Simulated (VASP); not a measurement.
# Sc (a cell with a defect) in VASP: single point with PBE

Aim: the single point of Sc (a cell with a defect) with PBE.

Everything below comes from runs of VASP 6.6.1. Logs are shortened: lines on timing, memory, paths and dates and some standing lists are left out, and cuts for length are marked.

### Step 1. The cell of the first run

The cell holds a defect, 15 atoms: a = 6.683 Å, b = 6.683 Å, c = 10.695 Å, α = 90.00°, β = 90.00°, γ = 120.00°.

### Step 2. Single point, PBE

INCAR

```
PREC = Accurate
ENCUT = 520
EDIFF = 1E-7
ISMEAR = -1
SIGMA = 0.1
LREAL = Auto
LASPH = T
NELM = 100
ALGO = Normal
ISIF = 2
LWAVE = F
LCHARG = T
GGA = PE
LELF = T
LVHAR = T
NBANDS = 96
```

KPOINTS

```
Automatic mesh
0
Gamma
  3 3 2
```

POSCAR

```
Sc
1.0
    6.6828700000      0.0000005800      0.0000000000
   -3.3414355000      5.7875357100      0.0000000000
    0.0000000000      0.0000000000     10.6954300000
Sc
15
Direct
    0.1655619124      0.3347255207      0.1222995242
    0.1655567376      0.3341166259      0.6266500739
    0.3336859165      0.1666195864      0.8745469794
    0.1662938247      0.8310619830      0.1224038678
    0.3405604723      0.6694228764      0.3747565082
    0.1659543274      0.8302961994      0.6270669809
    0.3309146223      0.6650972022      0.8744958361
    0.6696506122      0.3352211906      0.1224901664
    0.8299726967      0.1607897671      0.3744507701
    0.6696340614      0.3348825318      0.6266090283
    0.8350006417      0.1697296682      0.8745082713
    0.6673216264      0.8339498631      0.1234622638
    0.8322339631      0.6718000047      0.3748320544
    0.6671431626      0.8331889175      0.6257596001
    0.8352718287      0.6653167615      0.8745146291
```

Potentials or basis: VASP PAW PBE potentials, release 64 (Sc_sv).

On the command line:

```bash
cat potpaw_PBE.64/Sc_sv/POTCAR > POTCAR
mpirun -np 1 vasp_std > vasp.out
```

OUTCAR:

```text
PREC = Accurate
   ENCUT = 520
   EDIFF = 1E-7
   ISMEAR = -1
   LREAL = Auto
   LASPH = T
   NELM = 100
   ISIF = 2
   GGA = PE

 ion  position               nearest neighbor table
   1  0.166  0.335  0.122-   7 3.27  11 3.27   3 3.29   4 3.31   8 3.32   5 3.32   9 3.32  12 3.34
                            12 3.34   8 3.37   4 3.37
   2  0.166  0.334  0.627-  11 3.27   7 3.27   3 3.29   6 3.31  10 3.32   5 3.32   9 3.32  14 3.34
                            14 3.34  10 3.37   6 3.37
   3  0.334  0.167  0.875-   6 3.29   4 3.29   2 3.29   1 3.29  10 3.29   8 3.29  11 3.34  15 3.34
                             7 3.34   7 3.34  15 3.34  11 3.34
   4  0.166  0.831  0.122-   7 3.27  15 3.27   3 3.29   1 3.31   8 3.32  13 3.32   5 3.33  12 3.34
                            12 3.34   8 3.37   1 3.37
   5  0.341  0.669  0.375-   9 3.28  13 3.28  14 3.28  12 3.29   2 3.32   1 3.32   6 3.32   4 3.33
                            13 3.41   9 3.41
   6  0.166  0.830  0.627-   7 3.26  15 3.27   3 3.29  10 3.31   2 3.31  13 3.32   5 3.32  14 3.34
                            14 3.34   2 3.37  10 3.37
   7  0.331  0.665  0.874-   6 3.26   1 3.27   4 3.27   2 3.27  14 3.30  12 3.30  11 3.31  15 3.31
                             3 3.34   3 3.34  15 3.37  11 3.37
   8  0.670  0.335  0.122-  15 3.27  11 3.27   3 3.29   1 3.32   4 3.32   9 3.32  13 3.33  12 3.34
                            12 3.34   4 3.37   1 3.37
   9  0.830  0.161  0.374-  13 3.28   5 3.28  12 3.28  14 3.29   8 3.32  10 3.32   1 3.32   2 3.32
                             5 3.41  13 3.41
  10  0.670  0.335  0.627-  15 3.27  11 3.27   3 3.29   6 3.31   2 3.32   9 3.32  13 3.32  14 3.34
                            14 3.34   2 3.37   6 3.37
  11  0.835  0.170  0.875-   1 3.27   2 3.27  10 3.27   8 3.27  12 3.30  14 3.30  15 3.31   7 3.31
                             3 3.34   3 3.34   7 3.37  15 3.37
  12  0.667  0.834  0.123-   9 3.28   5 3.29  13 3.29  11 3.30   7 3.30  15 3.30   1 3.34   4 3.34
                             8 3.34   8 3.34   4 3.34   1 3.34
  13  0.832  0.672  0.375-   9 3.28   5 3.28  14 3.28  12 3.29   6 3.32   4 3.32  10 3.32   8 3.33
                             5 3.41   9 3.41
  14  0.667  0.833  0.626-  13 3.28   5 3.28   9 3.29  15 3.30   7 3.30  11 3.30  10 3.34   2 3.34
                             6 3.34   6 3.34   2 3.34  10 3.34
  15  0.835  0.665  0.875-   6 3.27   8 3.27  10 3.27   4 3.27  14 3.30  12 3.30  11 3.31   7 3.31
                             3 3.34   3 3.34   7 3.37  11 3.37

  LATTYP: Found a hexagonal cell.
 ALAT       =     6.6828700000
 C/A-ratio  =     1.6004246678

  Lattice vectors:

 A1 = (   6.6828700000,   0.0000005800,   0.0000000000)
 A2 = (  -3.3414355000,   5.7875357100,   0.0000000000)
 A3 = (   0.0000000000,   0.0000000000,  10.6954300000)

Analysis of symmetry for initial positions (statically):
=====================================================================
 Subroutine PRICEL returns:
 Original cell was already a primitive cell.

 Routine SETGRP: Setting up the symmetry group for a
 hexagonal supercell.

 Subroutine GETGRP returns: Found  1 space group operations
 (whereof  1 operations were pure point group operations)
 out of a pool of 24 trial point group operations.

The static configuration has the point symmetry C_1 .

Analysis of symmetry for dynamics (positions and initial velocities):
=====================================================================
 Subroutine PRICEL returns:
 Original cell was already a primitive cell.

 Routine SETGRP: Setting up the symmetry group for a
 hexagonal supercell.

 Subroutine GETGRP returns: Found  1 space group operations
 (whereof  1 operations were pure point group operations)
 out of a pool of 24 trial point group operations.

The dynamic configuration has the point symmetry C_1 .

 Subroutine INISYM returns: Found  1 space group operations
 (whereof  1 operations are pure point group operations),
 and found     1 'primitive' translations

----------------------------------------------------------------------------------------

                                     Primitive cell

  volume of cell :     413.6709

  direct lattice vectors                    reciprocal lattice vectors
     6.682870000  0.000000580  0.000000000     0.149636301  0.086392564  0.000000000
    -3.341435500  5.787535710  0.000000000    -0.000000015  0.172785102  0.000000000
     0.000000000  0.000000000 10.695430000     0.000000000  0.000000000  0.093497877

  length of vectors
     6.682870000  6.682870700 10.695430000     0.172785120  0.172785102  0.093497877

  position of ions in fractional coordinates (direct lattice)
     0.165561912  0.334725521  0.122299524
     0.165556738  0.334116626  0.626650074
     0.333685917  0.166619586  0.874546979
     0.166293825  0.831061983  0.122403868
     0.340560472  0.669422876  0.374756508
     0.165954327  0.830296199  0.627066981
     0.330914622  0.665097202  0.874495836
     0.669650612  0.335221191  0.122490166
     0.829972697  0.160789767  0.374450770
     0.669634061  0.334882532  0.626609028
     0.835000642  0.169729668  0.874508271
     0.667321626  0.833949863  0.123462264
     0.832233963  0.671800005  0.374832054
     0.667143163  0.833188918  0.625759600
     0.835271829  0.665316762  0.874514629

  ion indices of the primitive-cell ions
   primitive index   ion index
                 1           1
                 2           2
                 3           3
                 4           4
                 5           5
                 6           6
                 7           7
                 8           8
                 9           9
                10          10
                11          11
                12          12
                13          13
                14          14
                15          15

----------------------------------------------------------------------------------------

 KPOINTS: Automatic mesh

Automatic generation of k-mesh.
 Grid dimensions read from file:
 generate k-points for:    3    3    2

 Generating k-lattice:

  Cartesian coordinates                     Fractional coordinates (reciprocal lattice)
     0.049878767  0.028797521  0.000000000     0.333333333  0.000000000  0.000000000
    -0.000000005  0.057595034  0.000000000    -0.000000000  0.333333333  0.000000000
     0.000000000  0.000000000  0.046748939     0.000000000  0.000000000  0.500000000

  Length of vectors
     0.057595040  0.057595034  0.046748939

  Shift w.r.t. Gamma in fractional coordinates (k-lattice)
     0.000000000  0.000000000  0.000000000

 Subroutine IBZKPT returns following result:
 ===========================================

 Found     10 irreducible k-points:

 Following reciprocal coordinates:
            Coordinates               Weight
  0.000000  0.000000  0.000000      1.000000
  0.333333  0.000000  0.000000      2.000000
  0.000000  0.333333  0.000000      2.000000
 -0.333333  0.333333  0.000000      2.000000
  0.333333  0.333333  0.000000      2.000000
  0.000000  0.000000  0.500000      1.000000
  0.333333  0.000000  0.500000      2.000000
  0.000000  0.333333  0.500000      2.000000
 -0.333333  0.333333  0.500000      2.000000
  0.333333  0.333333  0.500000      2.000000
   k-points           NKPTS =     10   k-points in BZ     NKDIM =     10   number of bands    NBANDS=     96
   number of dos      NEDOS =    301   number of ions     NIONS =     15
   total plane-waves  NPLWV = 200000
   dimension x,y,z NGX =    50 NGY =   50 NGZ =   80
   dimension x,y,z NGXF=   100 NGYF=  100 NGZF=  160
   ions per type =              15
   NGX,Y,Z   is equivalent  to a cutoff of  12.44, 12.44, 12.43 a.u.
   NGXF,Y,Z  is equivalent  to a cutoff of  24.88, 24.88, 24.87 a.u.
 SYSTEM =  unknown system
   PREC   = accura    normal or accurate (medium, high low for compatibility)
   ISTART =      0    job   : 0-new  1-cont  2-samecut
   ICHARG =      2    charge: 1-file 2-atom 10-const
   ISPIN  =      1    spin polarized calculation?
   LNONCOLLINEAR =      F non collinear calculations
   LSORBIT =      F    spin-orbit coupling
   LASPH  =      T    aspherical Exc in radial PAW
   ENCUT  =  520.0 eV  38.22 Ry    6.18 a.u.  12.43 12.43 19.89*2*pi/ulx,y,z
   NELM   =    100;   NELMIN=  2; NELMDL= -5     # of ELM steps
   EDIFF  = 0.1E-06   stopping-criterion for ELM
   LREAL  =      T    real-space projection
   EDIFFG = 0.1E-05   stopping-criterion for IOM
   NSW    =      0    number of steps for IOM
   IBRION =     -1    ionic relax: 0-MD 1-quasi-New 2-CG
   NFREE  =      0    steps in history (QN), initial steepest desc. (CG)
   ISIF   =      2    stress and relaxation
   ISYM   =      2    0-nonsym 1-usesym 2-fastsym
   POTIM  = 0.5000    time-step for ionic-motion
   TEBEG  =    0.0;   TEEND  =   0.0 temperature during run
   PSTRESS=    0.0 pullay stress
   NELECT =     165.0000    total number of electrons
   NUPDOWN=      -1.0000    fix difference up-down
   EMIN   =  10.00;   EMAX   =-10.00  energy-range for DOS
   EFERMI =   0.00;   METHOD = LEGACY
   ISMEAR =    -1;   SIGMA  =   0.10  broadening in eV -4-tet -1-fermi 0-gaus
   EFERMI_NEDOS =   21; number of points for ismear=-14 and -15
   IALGO  =     38    algorithm
   IMIX   =      4    mixing-type and parameters
     AMIX     =   0.40;   BMIX     =  1.00
     AMIX_MAG =   1.60;   BMIX_MAG =  1.00
  volume/ion in A,a.u.               =      27.58       186.11
  Fermi-wavevector in a.u.,A,eV,Ry     =   1.205085  2.277281 19.758800  1.452231
  Thomas-Fermi vector in A             =   2.340792
   LORBIT       =      0    0 simple, 1 ext, 2 COOP (PROOUT), +10 PAW based schemes
   GGA     = PE    functional components
   LHFCALC =     F    Hartree Fock is set to
   AEXX    =    0.0000 exact exchange contribution
   IVDW    =     0    specifies the selected vdW correction
   LEPSILON=     F    determine dielectric tensor
   LRPA    =     F    only Hartree local field effects (RPA)
 non-spin polarized calculation
  energy-cutoff  :      520.00
  volume of cell :      413.67
 maximum number of plane-waves:     11211
 NGX is ok and might be reduce to    50
   NGX = 25   NGY = 25   NGZ = 39

 number of electron     165.0000016 magnetization

 Free energy of the ion-electron system (eV)
  ---------------------------------------------------
  ext. energy  EPLUGINS =         0.00000000
  ---------------------------------------------------
  free energy    TOTEN  =       -91.94703798 eV

  energy without entropy =      -90.94876757  energy(sigma->0) =      -91.44790278

 E-fermi :   3.0255     XC(G=0):  -9.3820

 val. band max:        3.0245802637   @ k =   0.3333   0.3333   0.5000
 cond. band min:       3.0274760290   @ k =  -0.3333   0.3333   0.5000
 fundamental gap:      0.0028957653
 Fermi energy:         3.0255323594

 k-point     1 :       0.0000    0.0000    0.0000
  band No.  band energies     occupation
      1     -46.7546      2.00000
      2     -46.7317      2.00000
      3     -46.7308      2.00000
      4     -46.6218      2.00000
      5     -46.6198      2.00000
      6     -46.5995      2.00000
[... 86 lines left out ...]
     93       4.1611      0.00002
     94       4.1787      0.00002

 k-point     2 :       0.3333    0.0000    0.0000
  band No.  band energies     occupation
      1     -46.7498      2.00000
      2     -46.7364      2.00000
      3     -46.7309      2.00000
      4     -46.6167      2.00000
      5     -46.6147      2.00000
      6     -46.6040      2.00000
[... 862 lines left out ...]
     93       3.7291      0.00176
     94       3.7498      0.00143
 [bands above 94 left out]

------------------------ aborting loop because EDIFF is reached ----------------------------------------

  FORCE on cell =-STRESS in cart. coord.  units (eV):
  Direction    XX          YY          ZZ          XY          YZ          ZX
  --------------------------------------------------------------------------------------
  -------------------------------------------------------------------------------------
  Total       -6.1855830     -6.1931087     -9.0611559     -0.0031729     -0.0245149      0.0084352
  in kB      -23.9572109    -23.9863585    -35.0945129     -0.0122891     -0.0949480      0.0326700
  external PRESSURE =     -27.6793608 kB  Pullay stress =       0.0000000 kB

 VOLUME and BASIS-vectors are now :
 -----------------------------------------------------------------------------
  energy-cutoff  :      520.00
  volume of cell :      413.67
      direct lattice vectors                 reciprocal lattice vectors
     6.682870000  0.000000580  0.000000000     0.149636301  0.086392564  0.000000000
    -3.341435500  5.787535710  0.000000000    -0.000000015  0.172785102  0.000000000
     0.000000000  0.000000000 10.695430000     0.000000000  0.000000000  0.093497877

 POSITION                                       TOTAL-FORCE (eV/Angst)
 -----------------------------------------------------------------------------------
     -0.01204      1.93724      1.30805         0.006248     -0.003138      0.003869
     -0.01003      1.93371      6.70229         0.004955     -0.002087     -0.001261
      1.67323      0.96432      9.35366        -0.000405      0.001872      0.002921
     -1.66562      4.80980      1.30916        -0.003349      0.004677      0.001332
      0.03909      3.87431      4.00818         0.001078     -0.004501     -0.005062
     -1.66533      4.80537      6.70675        -0.000771      0.010570     -0.004732
     -0.01092      3.84927      9.35311        -0.002066     -0.000406      0.004020
      3.35507      1.94010      1.31009        -0.003877     -0.001222      0.002496
      5.00933      0.93058      4.00491        -0.004911      0.002041      0.001737
      3.35609      1.93814      6.70185        -0.005380     -0.006364     -0.001799
      5.01306      0.98232      9.35324         0.002957      0.001230      0.000600
      1.67303      4.82652      1.32048         0.002126     -0.005095      0.008029
      3.31694      3.88807      4.00899         0.003995     -0.001956     -0.006164
      1.67438      4.82211      6.69277        -0.001413      0.004739     -0.010505
      3.35890      3.85055      9.35331         0.000812     -0.000362      0.004519
 -----------------------------------------------------------------------------------
    total drift:                                0.000388     -0.000722      0.000437

  FREE ENERGIE OF THE ION-ELECTRON SYSTEM (eV)
  ---------------------------------------------------
  free  energy   TOTEN  =       -91.9470379818 eV

  energy  without entropy=      -90.9487675708  energy(sigma->0) =      -91.44790278
```

It took 17 min on 1 thread of Intel Xeon Platinum 8488C (Sapphire Rapids), shared host; peak memory 0.6 GiB.

Results:

```
Free energy            : -91.9470 eV
Pressure               : -2.8 GPa
Largest force          : 0.012 eV/Å
Band gap on the k mesh : zero (an odd number of electrons rules out a gap without spin polarisation)
```

Forces on the atoms (eV/Å):
```
Sc   0.006 -0.003  0.004
Sc   0.005 -0.002 -0.001
Sc   0.000  0.002  0.003
Sc  -0.003  0.005  0.001
Sc   0.001 -0.005 -0.005
Sc  -0.001  0.011 -0.005
Sc  -0.002  0.000  0.004
Sc  -0.004 -0.001  0.002
Sc  -0.005  0.002  0.002
Sc  -0.005 -0.006 -0.002
Sc   0.003  0.001  0.001
Sc   0.002 -0.005  0.008
Sc   0.004 -0.002 -0.006
Sc  -0.001  0.005 -0.011
Sc   0.001  0.000  0.005
```

Levels at points of the mesh, in eV from the Fermi level:
```
           k point  band 80  band 81  band 82  band 83  band 84  band 85
(0.00, 0.00, 0.00)    -0.23    -0.23    -0.18     0.02     0.11     0.11
(0.00, 0.00, 0.50)    -0.29    -0.23    -0.23    -0.23    -0.03    -0.03
```

Caveat: the k points lie up to 0.36 Å⁻¹ apart, too coarse for converged energies and pressures of a metal.
